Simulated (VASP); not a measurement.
WS2: single point with PBE

The system is WS2, a slab with vacuum.

```xyz
3
Lattice="3.1835 0.0000 0.0000 -1.5918 2.7570 0.0000 0.0000 0.0000 16.9506" Properties=species:S:1:pos:R:3 pbc="T T T"
W     0.0000    1.8380    0.0000
S     1.5918    0.9190   15.3911
S     1.5918    0.9190    1.5595
```

```json
{
  "Program": "VASP 6.6.1",
  "Task": "single point",
  "Functional": "PBE",
  "Potentials or basis": "VASP PAW PBE potentials, release 64 (W_sv, S)",
  "Cutoff": "520 eV",
  "k mesh": "12 × 12 × 2",
  "Occupations": "gaussian, width 0.05 eV",
  "Spin": "no spin polarisation"
}
```

```yaml
Largest_force: 0.263 eV/Å
Band_gap_on_the_k_mesh: 1.80 eV, direct
```

Forces on the atoms (eV/Å):
```
W    0.000  0.000  0.000
S    0.000  0.000 -0.263
S    0.000  0.000  0.263
```

Levels at points of the mesh, in eV from the valence-band top:
| k point | band 9 | band 10 | band 11 | band 12 | band 13 | band 14 | band 15 | band 16 | band 17 | band 18 |
| --- | --- | --- | --- | --- | --- | --- | --- | --- | --- | --- |
| (0.00, 0.00, 0.00) | -2.90 | -2.08 | -1.65 | -1.65 | 0.00 | 2.90 | 2.90 | 3.08 | 3.08 | 4.96 |
| (0.50, 0.00, 0.00) | -4.44 | -3.44 | -2.11 | -1.30 | -0.92 | 2.85 | 3.31 | 4.09 | 4.77 | 5.13 |
| (0.00, 0.00, 0.50) | -2.90 | -2.08 | -1.65 | -1.65 | 0.00 | 2.90 | 2.90 | 3.08 | 3.08 | 5.01 |
| (0.50, 0.00, 0.50) | -4.44 | -3.44 | -2.11 | -1.30 | -0.92 | 2.85 | 3.31 | 4.09 | 4.77 | 5.13 |

Run time: 2.6 min on 1 thread of Intel(R) Xeon(R) Platinum 8124M CPU @ 3.00GHz (Skylake/Cascade Lake), on a shared host, peak memory 0.3 GiB.

Caveat: spin-orbit coupling is left out, which moves the levels of the heavy elements.
